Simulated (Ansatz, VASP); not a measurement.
## InAs: VASP beside Ansatz

File INCAR:

```
SYSTEM = InAs
ALGO = Normal
EDIFF = 1E-7
ENCUT = 520
GGA = PS
ISIF = 2
ISMEAR = 0
LASPH = .TRUE.
LCHARG = .FALSE.
LREAL = .FALSE.
LWAVE = .FALSE.
NBANDS = 26
NELM = 100
PREC = Accurate
SIGMA = 0.15
```

File KPOINTS:

```
k-points
0
G
  16 16 12
  0 0 0
```

File POSCAR:

```
InAs
1.0
    0.0000000000     -2.8264640422     -2.8264640422
    0.0000000000      2.8264640422     -2.8264640422
    5.6529280843      0.0000000000      0.0000000000
In As
2 2
Direct
    0.5000000000      0.5000000000      0.0000000000
    0.0000000000      0.0000000000      0.5000000000
    0.5000000000      0.5000000000      0.5000000000
    0.0000000000      1.0000000000      0.0000000000
```

Input for Ansatz:

```yaml
crystal:
  lattice:
    - [0.0, -2.8264640422, -2.8264640422]
    - [0.0, 2.8264640422, -2.8264640422]
    - [5.6529280843, 0.0, 0.0]
  atoms:
    - { symbol: In, position: [0.5, 0.5, 0.0] }
    - { symbol: In, position: [0.0, 0.0, 0.5] }
    - { symbol: As, position: [0.5, 0.5, 0.5] }
    - { symbol: As, position: [0.0, 1.0, 0.0] }
basis:
  ecutwfc: 420
kpoints:
  mp_grid: { grid: [16, 16, 12] }
hamiltonian:
  xc: pbesol
scf:
  occupations: { method: gaussian, width: 0.15 }
output:
  forces: true
  stress: true
  eigenvalues: true
```

Alike in both runs: task single point; functional PBEsol; k mesh 16 × 16 × 12; occupations gaussian, width 0.15 eV; no spin polarisation.

|  | VASP | Ansatz |
| --- | --- | --- |
| version | VASP 6.6.1 | Ansatz 0.2.0 |
| potentials or method | VASP PAW PBE potentials, release 64 (In_d, As), cutoff 520 eV | scalar-relativistic, plane waves, PAW |
| valence electrons in the cell | 36 | 56 |

VASP gave:

| Quantity | Value |
| --- | --- |
| gap on the k mesh at the Fermi level (eV) | none |
| pressure (GPa) | 0.1 |

**Question.** Which values does Ansatz return?

**Answer.** gap on the k mesh at the Fermi level (eV): none; pressure (GPa): 0.0.

VASP's potentials were made for PBE, not for PBEsol. A gap of «none» marks a metal or a gap that the smearing closes. VASP's potentials hold 36 valence electrons a cell and Ansatz's 56, so a difference there can come from the potentials and not from the codes.
